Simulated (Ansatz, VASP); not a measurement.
# One calculation of BaTiO3, two programs

INCAR

```
SYSTEM = BaTiO3
PREC = Accurate
ENCUT = 520
EDIFF = 1E-8
ISMEAR = -1
SIGMA = 0.05
LREAL = .FALSE.
LASPH = .TRUE.
NELM = 80
ALGO = Normal
ISIF = 2
LWAVE = .FALSE.
LCHARG = .FALSE.
GGA = CA
LEFG = .TRUE.
NBANDS = 28
```

File KPOINTS:

```
regular mesh
0
G
  8 8 8
  0 0 0
```

POSCAR

```
BaTiO3
1.0
    3.9271540000      0.0000000000      0.0000000000
    0.0000000000      3.9271540000      0.0000000000
    0.0000000000      0.0000000000      4.0073000000
Ba Ti O
1 1 3
Direct
    0.5000000000      0.5000000000      0.5000000000
    0.0000000000      0.0000000000      0.0000000000
    0.5000000000      0.0000000000      0.0000000000
    0.0000000000      0.5000000000      0.0000000000
    0.0000000000      0.0000000000      0.5000000000
```

Input for Ansatz:

```yaml
crystal:
  lattice:
    - [3.927154, 0.0, 0.0]
    - [0.0, 3.927154, 0.0]
    - [0.0, 0.0, 4.0073]
  atoms:
    - { symbol: Ba, position: [0.5, 0.5, 0.5] }
    - { symbol: Ti, position: [0.0, 0.0, 0.0] }
    - { symbol: O, position: [0.5, 0.0, 0.0] }
    - { symbol: O, position: [0.0, 0.5, 0.0] }
    - { symbol: O, position: [0.0, 0.0, 0.5] }
kpoints:
  mp_grid: { grid: [8, 8, 8] }
scf:
  occupations: { method: fermi_dirac, width: 0.05 }
hamiltonian:
  xc: lda
  pseudopotentials: { kind: all_electron, datasets: crystal }
output:
  forces: true
  stress: true
  eigenvalues: true
  efg: { contact_densities: true }
```

Change from the starting cell: equal xx and yy strain of -2 %, crystal datasets.

Alike in both runs: task electric field gradients; functional LDA; k mesh 8 × 8 × 8; occupations fermi-dirac, width 0.05 eV; no spin polarisation.

|  | VASP | Ansatz |
| --- | --- | --- |
| version | VASP 6.6.1 | Ansatz 0.2.0 |
| potentials or method | VASP PAW LDA potentials, release 64 (Ba_sv, Ti_sv, O), cutoff 520 eV | all-electron PAW with datasets made for the crystal, scalar-relativistic |

Ansatz gave:

| Quantity | Value |
| --- | --- |
| pressure (GPa) | -2.5 |
| traceless stress, the component that is largest in VASP (GPa) | -2.84 |
| size of Vzz on the site where it differs most (V/Å²) | 4.0 |

Problem. Which values does VASP return?

Solution. Pressure (GPa): -0.2; traceless stress, the component that is largest in VASP (GPa): -2.95; size of Vzz on the site where it differs most (V/Å²): 4.6.

LDA's correlation is that of Perdew and Zunger in VASP and of Perdew and Wang (1992) in Ansatz. Ansatz ran all-electron here, and VASP with PAW potentials.

Neither program's run includes spin-orbit coupling.
